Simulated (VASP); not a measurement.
Input of a VASP 6.6.1 run:

INCAR

```
  PREC = Accurate
  ENCUT = 500
  EDIFF = 1E-6
  ISMEAR = 0
  SIGMA = 0.1
  LREAL = False
  LASPH = True
  NELM = 120
  ALGO = Normal
  ISIF = 2
  LWAVE = False
  LCHARG = False
  GGA = PS
  NBANDS = 12
  GGA_COMPAT = False
```

Contents of KPOINTS:

```
regular mesh
0
Gamma
  8 8 8
```

Contents of POSCAR:

```
Nb
1.0
   -1.6350000000      1.6350000000      1.6350000000
    1.6350000000     -1.6350000000      1.6350000000
    1.6350000000      1.6350000000     -1.6350000000
Nb
1
Direct
    0.0000000000      0.0000000000      0.0000000000
```

Potentials or basis: VASP PAW PBE potentials, release 64 (Nb_sv).

Run with:

```console
$ cat potpaw_PBE.64/Nb_sv/POTCAR > POTCAR
$ mpirun -np 1 vasp_std > vasp.out
```

Task: Predict the pressure.

Result: 0.7 GPa.

Caveat: the PAW data sets were made with another functional, which shifts forces and pressure a little.
